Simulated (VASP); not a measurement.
## MgO: relaxation of cell and atoms with PBE+D3(BJ)

Crystal: MgO.

```xyz
2
Lattice="0.0000 2.1351 2.1351 2.1351 0.0000 2.1351 2.1351 2.1351 0.0000" Properties=species:S:1:pos:R:3 pbc="T T T"
Mg    0.0000    0.0000    0.0000
O     2.1351    2.1351    2.1351
```

```
Program                : VASP 6.6.1
Task                   : relaxation of cell and atoms
Functional             : PBE
Dispersion             : D3(BJ)
Potentials or basis    : VASP PAW PBE potentials, release 64 (Mg, O)
Cutoff                 : 600 eV
k mesh                 : 10 × 10 × 10
Occupations            : gaussian, width 0.02 eV
Spin                   : no spin polarisation
Dipole correction      : no
Further INCAR settings : ALGO = Normal; EDIFF = 1e-07; IBRION = 2; EDIFFG = -0.005; NSW = 100; ISIF = 3
```

The relaxed volume is 9.25 Å³/atom and the relaxed cell is a = 2.969 Å, b = 2.969 Å, c = 2.969 Å, α = 60.00°, β = 60.00°, γ = 60.00°. The space group after relaxing (to 0.05 Å) is Fm-3m (No. 225). The energy gained by relaxing is 11.6 meV/atom and the ionic steps are 3. The pressure after relaxing is 0.0 GPa and the band gap on the k mesh is 4.82 eV, direct. The dispersion energy per atom is -0.296 eV.

Step by step:
```tsv
step	energy change (eV)	largest force (eV/Å)	pressure (GPa)	volume (Å³)
1	0.0000	0.0000	-7.41	19.47
2	-0.0211	0.0000	2.55	18.23
3	-0.0233	0.0000	0.01	18.50
```

Final structure:
```xyz
2
Lattice="0.0000 2.0993 2.0993 2.0993 0.0000 2.0993 2.0993 2.0993 0.0000" Properties=species:S:1:pos:R:3 pbc="T T T"
Mg    0.0000    0.0000    0.0000
O     2.0993    2.0993    2.0993
```

Levels at points of the mesh, in eV from the valence-band top:
| k point | band 2 | band 3 | band 4 | band 5 | band 6 | band 7 |
| --- | --- | --- | --- | --- | --- | --- |
| (0.00, 0.00, 0.00) | 0.00 | 0.00 | 0.00 | 4.82 | 15.86 | 15.86 |
| (0.50, 0.00, 0.00) | -4.66 | -0.66 | -0.66 | 7.96 | 12.72 | 16.41 |
| (0.50, 0.50, 0.00) | -4.12 | -1.36 | -1.36 | 9.13 | 10.08 | 13.20 |

Run time: 11 s on 1 thread of Intel(R) Xeon(R) 6975P-C (Granite Rapids), with other jobs on the host, peak memory 0.15 GiB.
